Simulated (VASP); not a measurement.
Runs of VASP 6.6.1 on SnW. The structure is that of space group Fd-3m (No. 227), or close to it. The cells are those of the table. 

| task | cell | k mesh | cutoff (eV) | smearing | gap on the mesh (eV) | pressure (GPa) | relaxed volume (Å³/atom) |
| --- | --- | --- | --- | --- | --- | --- | --- |
| single point | a = 5.025 Å, angles 60.0°, 4 atoms | 4 × 4 × 4 | 520 | gaussian 0.1 eV | 0.32 | -17.0 | - |
| single point | a = 4.775 Å, angles 60.0°, 4 atoms | 10 × 10 × 10 | 520 | gaussian 0.02 eV | none | 0.0 | - |
| relaxation of cell and atoms | relaxed from a = 4.780 Å, angles 60.0°, 4 atoms | 10 × 10 × 10 | 600 | gaussian 0.02 eV | none | 0.0 | (a) |
| relaxation of cell and atoms | relaxed from a = 4.775 Å, angles 60.0°, 4 atoms | 12 × 12 × 12 | 600 | gaussian 0.1 eV | none | 0.1 | 19.26 |

Alike in all rows: level PBE; potentials or basis VASP PAW PBE potentials, release 64 (Sn_d, W_sv); no spin polarisation.

Question: Estimate the missing entries.

Answer: (a) 19.25.

Caveats: spin-orbit coupling is left out, which moves the levels of the heavy elements.

A k mesh can miss the band edges, and the runs leave out spin-orbit coupling on Sn, W.

A gap of «none» marks levels without a gap at the run's occupations.
